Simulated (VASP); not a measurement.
A run of VASP 6.6.1 is set up as follows.

Contents of INCAR:

```
ALGO = Normal
EDIFF = 1E-7
ENCUT = 520
GGA = PE
ISIF = 2
ISMEAR = 0
LASPH = T
LCHARG = T
LELF = T
LREAL = F
LVHAR = T
LWAVE = F
NBANDS = 32
NELM = 80
PREC = Accurate
SIGMA = 0.1
```

File KPOINTS:

```
k-points
0
Gamma
  6 4 4
```

Contents of POSCAR:

```
Zn2SbO3
1.0
    3.4116157300      0.0000000000      0.0000000000
    0.0000000000      4.3163164300      0.0000000000
    0.0000000000      0.0000000000      6.3417658200
Zn Sb O
2 1 3
Direct
    0.5000000000      0.7208384200      0.5000000000
    0.5000000000      0.2791615800      0.5000000000
    0.0000000000      0.0000000000      0.5000000000
    0.0000000000      0.5000000000      0.6886236400
    0.0000000000      0.5000000000      0.3113763600
    0.5000000000      0.0000000000      0.5000000000
```

Potentials or basis: VASP PAW PBE potentials, release 64 (Zn, Sb, O).

Run with:

```bash
$ cat potpaw_PBE.64/Zn/POTCAR potpaw_PBE.64/Sb/POTCAR potpaw_PBE.64/O/POTCAR > POTCAR
$ mpirun -np 1 vasp_std > vasp.out
```

(1) Predict the largest force.

(2) Predict the pressure.

## Answers

(1) 83.685 eV/Å.

(2) 207.1 GPa.

Caveat: the k points lie up to 0.36 Å⁻¹ apart; an odd number of electrons without spin polarisation forces a metal; a magnetic or distorted state may lie lower.
